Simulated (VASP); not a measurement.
# TiC (I4mm) in VASP: notebook

Runs on TiC. Level: PBE. Tasks: single point.

All numbers are computed with VASP 6.6.1; they aren't measurements. Logs are shortened: lines on timing, memory, paths and dates and some standing lists are left out, and cuts for length are marked.

## 1. The cell of the first run

It takes space group I4mm (No. 107, tetragonal). The conventional cell has a = 3.060 Å, b = 3.060 Å, c = 4.328 Å, α = 90.00°, β = 90.00°, γ = 90.00°. Ti (site symmetry 4mm) has 6 C at 2.14 to 2.19 Å within 2.8 Å. Within 2.8 Å of C (site symmetry 4mm) lie 6 Ti at 2.14 to 2.19 Å.

## 2. Single point, PBE (all C atoms moved +0.025 Å, as atom 2 along Cartesian [0 1 0])

Contents of INCAR:

```
SYSTEM = TiC
PREC     = Accurate       ! precision mode
ENCUT    = 520            ! plane-wave cutoff, eV
EDIFF    = 1E-6           ! SCF threshold, eV
ISMEAR   = 0              ! smearing method
SIGMA    = 0.15           ! smearing width, eV
LREAL    = .FALSE.        ! projectors in reciprocal space
LASPH    = .TRUE.         ! aspherical terms in the spheres
NELM     = 80             ! most SCF steps
ALGO     = Normal         ! electronic algorithm
ISIF     = 2              ! what is computed and relaxed
LWAVE    = .FALSE.        ! write WAVECAR
LCHARG   = .FALSE.        ! write CHGCAR
GGA      = PE             ! functional
NBANDS   = 15             ! bands
```

Contents of KPOINTS:

```
regular mesh
0
G
  18 18 18
  0 0 0
```

Contents of POSCAR:

```
TiC
1.0
    0.0000000000      2.1640000000      2.1640000000
    2.1640000000      0.0000000000      2.1640000000
    2.1640000000      2.1640000000      0.0000000000
Ti C
1 1
Direct
    0.0000000000      0.0000000000      0.0000000000
    0.5057763401      0.4942236599      0.5057763401
```

Potentials or basis: VASP PAW PBE potentials, release 64 (Ti_sv, C).

The run is started by

```
$ cat potpaw_PBE.64/Ti_sv/POTCAR potpaw_PBE.64/C/POTCAR > POTCAR
$ mpirun -np 1 vasp_std > vasp.out
```

OUTCAR:

```text
SYSTEM = TiC
   PREC = Accurate
   ENCUT = 520
   EDIFF = 1E-6
   ISMEAR = 0
   LREAL = .FALSE.
   LASPH = .TRUE.
   NELM = 80
   ISIF = 2
   GGA = PE

 ion  position               nearest neighbor table
   1  0.000  0.000  0.000-   2 2.14   2 2.16   2 2.16   2 2.16   2 2.16   2 2.19
   2  0.506  0.494  0.506-   1 2.14   1 2.16   1 2.16   1 2.16   1 2.16   1 2.19

  LATTYP: Found a face centered cubic cell.
 ALAT       =     4.3280000000

  Lattice vectors:

 A1 = (   0.0000000000,   2.1640000000,   2.1640000000)
 A2 = (   2.1640000000,   0.0000000000,   2.1640000000)
 A3 = (   2.1640000000,   2.1640000000,   0.0000000000)

Analysis of symmetry for initial positions (statically):
=====================================================================
 Subroutine PRICEL returns:
 Original cell was already a primitive cell.

 Routine SETGRP: Setting up the symmetry group for a
 face centered cubic supercell.

 Subroutine GETGRP returns: Found  8 space group operations
 (whereof  8 operations were pure point group operations)
 out of a pool of 48 trial point group operations.

The static configuration has the point symmetry C_4v.

Analysis of symmetry for dynamics (positions and initial velocities):
=====================================================================
 Subroutine PRICEL returns:
 Original cell was already a primitive cell.

 Routine SETGRP: Setting up the symmetry group for a
 face centered cubic supercell.

 Subroutine GETGRP returns: Found  8 space group operations
 (whereof  8 operations were pure point group operations)
 out of a pool of 48 trial point group operations.

The dynamic configuration has the point symmetry C_4v.

 Subroutine INISYM returns: Found  8 space group operations
 (whereof  8 operations are pure point group operations),
 and found     1 'primitive' translations

----------------------------------------------------------------------------------------

                                     Primitive cell

  volume of cell :      20.2676

  direct lattice vectors                    reciprocal lattice vectors
     0.000000000  2.164000000  2.164000000    -0.231053604  0.231053604  0.231053604
     2.164000000  0.000000000  2.164000000     0.231053604 -0.231053604  0.231053604
     2.164000000  2.164000000  0.000000000     0.231053604  0.231053604 -0.231053604

  length of vectors
     3.060358149  3.060358149  3.060358149     0.400196582  0.400196582  0.400196582

  position of ions in fractional coordinates (direct lattice)
[... 83 lines left out ...]
   IBRION =     -1    ionic relax: 0-MD 1-quasi-New 2-CG
   NFREE  =      0    steps in history (QN), initial steepest desc. (CG)
   ISIF   =      2    stress and relaxation
   ISYM   =      2    0-nonsym 1-usesym 2-fastsym
   POTIM  = 0.5000    time-step for ionic-motion
   TEBEG  =    0.0;   TEEND  =   0.0 temperature during run
   PSTRESS=    0.0 pullay stress
   NELECT =      16.0000    total number of electrons
   NUPDOWN=      -1.0000    fix difference up-down
   EMIN   =  10.00;   EMAX   =-10.00  energy-range for DOS
   EFERMI =   0.00;   METHOD = LEGACY
   ISMEAR =     0;   SIGMA  =   0.15  broadening in eV -4-tet -1-fermi 0-gaus
   EFERMI_NEDOS =   21; number of points for ismear=-14 and -15
   IALGO  =     38    algorithm
   IMIX   =      4    mixing-type and parameters
     AMIX     =   0.40;   BMIX     =  1.00
     AMIX_MAG =   1.60;   BMIX_MAG =  1.00
  volume/ion in A,a.u.               =      10.13        68.39
  Fermi-wavevector in a.u.,A,eV,Ry     =   1.513030  2.859212 31.147275  2.289260
  Thomas-Fermi vector in A             =   2.622876
   LORBIT       =      0    0 simple, 1 ext, 2 COOP (PROOUT), +10 PAW based schemes
   GGA     = PE    functional components
   LHFCALC =     F    Hartree Fock is set to
   AEXX    =    0.0000 exact exchange contribution
   IVDW    =     0    specifies the selected vdW correction
   LEPSILON=     F    determine dielectric tensor
   LRPA    =     F    only Hartree local field effects (RPA)
 non-spin polarized calculation
 Gauss-broadening in eV      SIGMA  =   0.15
  energy-cutoff  :      520.00
  volume of cell :       20.27
 maximum number of plane-waves:       568
   NGX = 11   NGY = 11   NGZ = 11

 number of electron      16.0000000 magnetization

 Free energy of the ion-electron system (eV)
  ---------------------------------------------------
  ext. energy  EPLUGINS =         0.00000000
  ---------------------------------------------------
  free energy    TOTEN  =       -18.70773234 eV

  energy without entropy =      -18.70433542  energy(sigma->0) =      -18.70603388

 E-fermi :   9.4493     XC(G=0): -12.7099

 val. band max:        9.4474486655   @ k =   0.4444   0.3889   0.0000
 cond. band min:       9.4849453861   @ k =   0.1667   0.1667   0.0000
 fundamental gap:      0.0374967207
 Fermi energy:         9.4493047397

 k-point     1 :       0.0000    0.0000    0.0000
  band No.  band energies     occupation
      1     -47.1422      2.00000
      2     -23.1652      2.00000
      3     -23.1652      2.00000
      4     -23.1649      2.00000
      5      -2.9670      2.00000
      6      10.1109      0.00000
      7      10.1109      0.00000
      8      10.1344      0.00000
      9      10.9209      0.00000
     10      11.1464      0.00000
     11      11.1464      0.00000
     12      11.1579      0.00000
     13      11.3631      0.00000
     14      19.9550      0.00000
[... 401 lines left out ...]
      2     -23.5857      2.00000
      3     -23.2153      2.00000
      4     -23.2092      2.00000
      5      -0.3811      2.00000
      6       4.7658      2.00000
      7       6.7836      2.00000
      8       6.9832      2.00000
      9      11.7400      0.00000
     10      12.1299      0.00000
     11      13.0483      0.00000
     12      16.4613      0.00000
     13      17.0736      0.00000
     14      19.0753      0.00000
     15      25.0017      0.00000

 [... further k-points ...]
[... 5 lines left out ...]
  --------------------------------------------------------------------------------------
  -------------------------------------------------------------------------------------
  Total        0.1364290      0.1582729      0.1364290      0.0000000     -0.0000000      0.0000000
  in kB       10.7848810     12.5116761     10.7848810      0.0000000     -0.0000000      0.0000000
  external PRESSURE =      11.3604794 kB  Pullay stress =       0.0000000 kB

 VOLUME and BASIS-vectors are now :
 -----------------------------------------------------------------------------
  energy-cutoff  :      520.00
  volume of cell :       20.27
      direct lattice vectors                 reciprocal lattice vectors
     0.000000000  2.164000000  2.164000000    -0.231053604  0.231053604  0.231053604
     2.164000000  0.000000000  2.164000000     0.231053604 -0.231053604  0.231053604
     2.164000000  2.164000000  0.000000000     0.231053604  0.231053604 -0.231053604

 POSITION                                       TOTAL-FORCE (eV/Angst)
 -----------------------------------------------------------------------------------
      0.00000      0.00000      0.00000         0.000000      0.235504      0.000000
      2.16400      2.18900      2.16400         0.000000     -0.235504      0.000000
 -----------------------------------------------------------------------------------
    total drift:                               -0.000000     -0.000034     -0.000000

  FREE ENERGIE OF THE ION-ELECTRON SYSTEM (eV)
  ---------------------------------------------------
  free  energy   TOTEN  =       -18.7077323393 eV

  energy  without entropy=      -18.7043354228  energy(sigma->0) =      -18.70603388
```

Wall time 94 s (1 thread of Intel Xeon 6975P-C, shared host); peak memory 0.26 GiB.

What came out:

```
Free energy            : -18.7077 eV
Pressure               : 1.1 GPa
Largest force          : 0.236 eV/Å
Band gap on the k mesh : zero (band 8 reaches 10.13 eV, above the bottom of band 9 at 9.03 eV)
```

Forces in eV/Å, atoms in the order of the input:
```
Ti   0.000  0.236  0.000
C    0.000 -0.236  0.000
```

Levels at points of the mesh, in eV from the Fermi level:
| k point | band 6 | band 7 | band 8 | band 9 | band 10 | band 11 |
| --- | --- | --- | --- | --- | --- | --- |
| (0.00, 0.00, 0.00) | 0.66 | 0.66 | 0.69 | 1.47 | 1.70 | 1.70 |
| (0.50, 0.00, 0.00) | -5.86 | -2.91 | -2.91 | 2.91 | 2.92 | 4.10 |
| (0.50, 0.50, 0.00) | -3.44 | -1.65 | -0.05 | -0.02 | 2.71 | 3.52 |
| (0.50, 0.00, 0.50) | -3.44 | -1.63 | -0.04 | -0.04 | 2.71 | 3.52 |

Caveat: the cell differs from its parent crystal (all C atoms moved +0.025 Å, as atom 2 along Cartesian [0 1 0]).

## 3. Single point, PBE (all C atoms moved +0.087 Å, as atom 2 along Cartesian [0 1 0])

Contents of INCAR:

```
PREC = Accurate
ENCUT = 520
EDIFF = 1E-6
ISMEAR = 0
SIGMA = 0.15
LREAL = F
LASPH = T
NELM = 100
ALGO = Normal
ISIF = 2
LWAVE = F
LCHARG = F
GGA = PE
NBANDS = 15
```

Contents of KPOINTS:

```
regular mesh
0
Gamma
  18 18 18
```

Changes to POSCAR since step 2:

```diff
@@ -9,2 +9,2 @@
     0.0000000000      0.0000000000      0.0000000000
-    0.5057763401      0.4942236599      0.5057763401
+    0.5202171904      0.4797828096      0.5202171904
```

Potentials or basis: VASP PAW PBE potentials, release 64 (Ti_sv, C).

The run is started by

```
$ cat potpaw_PBE.64/Ti_sv/POTCAR potpaw_PBE.64/C/POTCAR > POTCAR
$ mpirun -np 1 vasp_std > vasp.out
```

It took 1.7 min on 1 thread of Intel Xeon 6975P-C, shared host; peak memory 0.27 GiB.

It converged, with:

```yaml
Free_energy: -18.6750 eV
Pressure: 2.0 GPa
Largest_force: 0.804 eV/Å
Band_gap_on_the_k_mesh: zero (band 8 reaches 10.13 eV, above the bottom of band 9 at 9.00 eV)
```

Forces in eV/Å, atoms in the order of the input:
```
Ti   0.000  0.804  0.000
C    0.000 -0.804  0.000
```

Stress tensor (GPa, compression positive):
```
1.27 0.00 0.00
0.00 3.39 0.00
0.00 0.00 1.27
```

Levels at points of the mesh, in eV from the Fermi level:
| k point | band 4 | band 5 | band 6 | band 7 | band 8 | band 9 | band 10 | band 11 | band 12 | band 13 |
| --- | --- | --- | --- | --- | --- | --- | --- | --- | --- | --- |
| (0.00, 0.00, 0.00) | -32.64 | -12.43 | 0.43 | 0.43 | 0.66 | 0.93 | 1.69 | 1.90 | 1.90 | 2.47 |
| (0.50, 0.00, 0.00) | -32.68 | -8.96 | -5.87 | -2.93 | -2.92 | 2.88 | 2.90 | 4.08 | 7.61 | 8.09 |
| (0.50, 0.50, 0.00) | -32.81 | -10.15 | -3.47 | -1.85 | -0.12 | 0.16 | 2.77 | 3.49 | 3.49 | 5.78 |
| (0.50, 0.00, 0.50) | -32.81 | -10.15 | -3.44 | -1.66 | -0.07 | -0.07 | 2.69 | 3.49 | 3.49 | 5.71 |

Caveat: the cell differs from its parent crystal (all C atoms moved +0.087 Å, as atom 2 along Cartesian [0 1 0]).

## 4. Single point, PBE (all C atoms moved +0.062 Å, as atom 2 along Cartesian [0 1 0])

Contents of INCAR:

```
SYSTEM = TiC
  ALGO = Normal
  EDIFF = 1E-7
  ENCUT = 520
  GGA = PE
  ISIF = 2
  ISMEAR = 0
  LASPH = .TRUE.
  LCHARG = .FALSE.
  LREAL = .FALSE.
  LWAVE = .FALSE.
  NBANDS = 15
  NELM = 80
  PREC = Accurate
  SIGMA = 0.15
```

Contents of KPOINTS:

```
k-points
0
G
  18 18 18
  0 0 0
```

Changes to POSCAR since step 3:

```diff
@@ -9,2 +9,2 @@
     0.0000000000      0.0000000000      0.0000000000
-    0.5202171904      0.4797828096      0.5202171904
+    0.5144408503      0.4855591497      0.5144408503
```

Potentials or basis: VASP PAW PBE potentials, release 64 (Ti_sv, C).

The run is started by

```
$ cat potpaw_PBE.64/Ti_sv/POTCAR potpaw_PBE.64/C/POTCAR > POTCAR
$ mpirun -np 1 vasp_std > vasp.out
```

OUTCAR:

```text
SYSTEM = TiC
   EDIFF = 1E-7
   ENCUT = 520
   GGA = PE
   ISIF = 2
   ISMEAR = 0
   LASPH = .TRUE.
   LREAL = .FALSE.
   NELM = 80
   PREC = Accurate

 ion  position               nearest neighbor table
   1  0.000  0.000  0.000-   2 2.10   2 2.16   2 2.16   2 2.16   2 2.16   2 2.23
   2  0.514  0.486  0.514-   1 2.10   1 2.16   1 2.16   1 2.16   1 2.16   1 2.23

  LATTYP: Found a face centered cubic cell.
 ALAT       =     4.3280000000

  Lattice vectors:

 A1 = (   0.0000000000,   2.1640000000,   2.1640000000)
 A2 = (   2.1640000000,   0.0000000000,   2.1640000000)
 A3 = (   2.1640000000,   2.1640000000,   0.0000000000)

Analysis of symmetry for initial positions (statically):
=====================================================================
 Subroutine PRICEL returns:
 Original cell was already a primitive cell.

 Routine SETGRP: Setting up the symmetry group for a
 face centered cubic supercell.

 Subroutine GETGRP returns: Found  8 space group operations
 (whereof  8 operations were pure point group operations)
 out of a pool of 48 trial point group operations.

The static configuration has the point symmetry C_4v.

Analysis of symmetry for dynamics (positions and initial velocities):
=====================================================================
 Subroutine PRICEL returns:
 Original cell was already a primitive cell.

 Routine SETGRP: Setting up the symmetry group for a
 face centered cubic supercell.

 Subroutine GETGRP returns: Found  8 space group operations
 (whereof  8 operations were pure point group operations)
 out of a pool of 48 trial point group operations.

The dynamic configuration has the point symmetry C_4v.

 Subroutine INISYM returns: Found  8 space group operations
 (whereof  8 operations are pure point group operations),
 and found     1 'primitive' translations

----------------------------------------------------------------------------------------

                                     Primitive cell

[... 120 lines left out ...]
   LRPA    =     F    only Hartree local field effects (RPA)
 non-spin polarized calculation
 Gauss-broadening in eV      SIGMA  =   0.15
  energy-cutoff  :      520.00
  volume of cell :       20.27
 maximum number of plane-waves:       568
   NGX = 11   NGY = 11   NGZ = 11

 number of electron      16.0000000 magnetization

 Free energy of the ion-electron system (eV)
  ---------------------------------------------------
  ext. energy  EPLUGINS =         0.00000000
  ---------------------------------------------------
  free energy    TOTEN  =       -18.69232515 eV

  energy without entropy =      -18.68898077  energy(sigma->0) =      -18.69065296

 E-fermi :   9.4605     XC(G=0): -12.7082

 val. band max:        9.4430399453   @ k =   0.1667   0.0000   0.1667
 cond. band min:       9.4682980171   @ k =   0.1111   0.0000   0.1111
 fundamental gap:      0.0252580719
 Fermi energy:         9.4604963472

 k-point     1 :       0.0000    0.0000    0.0000
  band No.  band energies     occupation
      1     -47.1413      2.00000
      2     -23.1654      2.00000
      3     -23.1654      2.00000
      4     -23.1638      2.00000
      5      -2.9642      2.00000
      6      10.0027      0.00000
      7      10.0027      0.00000
      8      10.1345      0.00000
      9      10.6047      0.00000
     10      11.1584      0.00000
     11      11.2641      0.00000
     12      11.2641      0.00000
     13      11.7066      0.00000
     14      19.9397      0.00000
[... 401 lines left out ...]
      2     -23.5859      2.00000
      3     -23.2157      2.00000
      4     -23.2087      2.00000
      5      -0.3802      2.00000
      6       4.7620      2.00000
      7       6.7897      2.00000
      8       6.9836      2.00000
      9      11.7347      0.00000
     10      12.1303      0.00000
     11      13.0486      0.00000
     12      16.4536      0.00000
     13      17.0455      0.00000
     14      19.1247      0.00000
     15      24.9745      0.00000

 [... further k-points ...]

------------------------ aborting loop because EDIFF is reached ----------------------------------------

  FORCE on cell =-STRESS in cart. coord.  units (eV):
  Direction    XX          YY          ZZ          XY          YZ          ZX
  --------------------------------------------------------------------------------------
  -------------------------------------------------------------------------------------
  Total        0.1500181      0.2861698      0.1500181      0.0000000      0.0000000      0.0000000
  in kB       11.8591232     22.6220855     11.8591232      0.0000000      0.0000000      0.0000000
  external PRESSURE =      15.4467773 kB  Pullay stress =       0.0000000 kB

 VOLUME and BASIS-vectors are now :
 -----------------------------------------------------------------------------
  energy-cutoff  :      520.00
  volume of cell :       20.27
      direct lattice vectors                 reciprocal lattice vectors
     0.000000000  2.164000000  2.164000000    -0.231053604  0.231053604  0.231053604
     2.164000000  0.000000000  2.164000000     0.231053604 -0.231053604  0.231053604
     2.164000000  2.164000000  0.000000000     0.231053604  0.231053604 -0.231053604

 POSITION                                       TOTAL-FORCE (eV/Angst)
 -----------------------------------------------------------------------------------
      0.00000      0.00000      0.00000         0.000000      0.583672      0.000000
      2.16400      2.22650      2.16400         0.000000     -0.583672      0.000000
 -----------------------------------------------------------------------------------
    total drift:                                0.000000      0.000033      0.000000

  FREE ENERGIE OF THE ION-ELECTRON SYSTEM (eV)
  ---------------------------------------------------
  free  energy   TOTEN  =       -18.6923251482 eV

  energy  without entropy=      -18.6889807708  energy(sigma->0) =      -18.69065296
```

stdout:

```text
POSCAR found type information on POSCAR TiC
 POSCAR found :  2 types and       2 ions
 scaLAPACK will be used
 LDA part: xc-table for (Slater+PW92), standard interpolation
 POSCAR, INCAR and KPOINTS ok, starting setup
 FFT: planning ... GRIDC
 FFT: planning ... GRID_SOFT
 FFT: planning ... GRID
 WAVECAR not read
 entering main loop
```

Run time: 1.9 min. Hardware: 1 thread of Intel Xeon 6975P-C, shared host; peak memory 0.26 GiB.

What came out:

- Free energy: -18.6923 eV
- Pressure: 1.5 GPa
- Largest force: 0.584 eV/Å
- Band gap on the k mesh: zero (band 8 reaches 10.13 eV, above the bottom of band 9 at 9.02 eV)

Forces on the atoms (eV/Å):
```
Ti   0.000  0.584  0.000
C    0.000 -0.584  0.000
```

Caveat: the cell differs from its parent crystal (all C atoms moved +0.062 Å, as atom 2 along Cartesian [0 1 0]).

## 5. Single point, PBE (all C atoms moved +0.037 Å, as atom 2 along Cartesian [0 1 0])

Contents of INCAR:

```
SYSTEM = TiC
PREC = Accurate
ENCUT = 520
EDIFF = 1E-7
ISMEAR = 0
SIGMA = 0.15
LREAL = .False.
LASPH = .True.
NELM = 60
ALGO = Normal
ISIF = 2
LWAVE = .False.
LCHARG = .True.
GGA = PE
LELF = .True.
LVHAR = .True.
NBANDS = 15
```

Contents of KPOINTS:

```
Automatic mesh
0
Gamma
  18 18 18
  0 0 0
```

Changes to POSCAR since step 4:

```diff
@@ -9,2 +9,2 @@
     0.0000000000      0.0000000000      0.0000000000
-    0.5144408503      0.4855591497      0.5144408503
+    0.5086645102      0.4913354898      0.5086645102
```

The run is started by

```
$ cat potpaw_PBE.64/Ti_sv/POTCAR potpaw_PBE.64/C/POTCAR > POTCAR
$ mpirun -np 1 vasp_std > vasp.out
```

Wall time 95 s (1 thread of Intel Xeon 6975P-C, shared host); peak memory 0.26 GiB.

It converged, with:

```yaml
Free_energy: -18.7041 eV
Pressure: 1.3 GPa
Largest_force: 0.353 eV/Å
Band_gap_on_the_k_mesh: zero (band 8 reaches 10.13 eV, above the bottom of band 9 at 9.03 eV)
```

Forces on the atoms (eV/Å):
```
Ti   0.000  0.353  0.000
C    0.000 -0.353  0.000
```

Stress tensor (GPa, compression positive):
```
1.12 0.00 0.00
0.00 1.51 0.00
0.00 0.00 1.12
```

Levels at points of the mesh, in eV from the Fermi level:
```
           k point  band 4  band 5  band 6  band 7  band 8  band 9  band 10  band 11  band 12  band 13
(0.00, 0.00, 0.00)  -32.62  -12.42    0.63    0.63    0.68    1.36     1.71     1.72     1.72     2.02
(0.50, 0.00, 0.00)  -32.67   -8.93   -5.86   -2.91   -2.91    2.91     2.91     4.10     7.94     8.15
(0.50, 0.50, 0.00)  -32.79  -10.13   -3.44   -1.67   -0.05    0.00     2.72     3.51     3.51     5.80
(0.50, 0.00, 0.50)  -32.79  -10.13   -3.44   -1.63   -0.05   -0.05     2.70     3.51     3.51     5.79
```

Caveat: the cell differs from its parent crystal (all C atoms moved +0.037 Å, as atom 2 along Cartesian [0 1 0]).

[end of part 1 of 2]
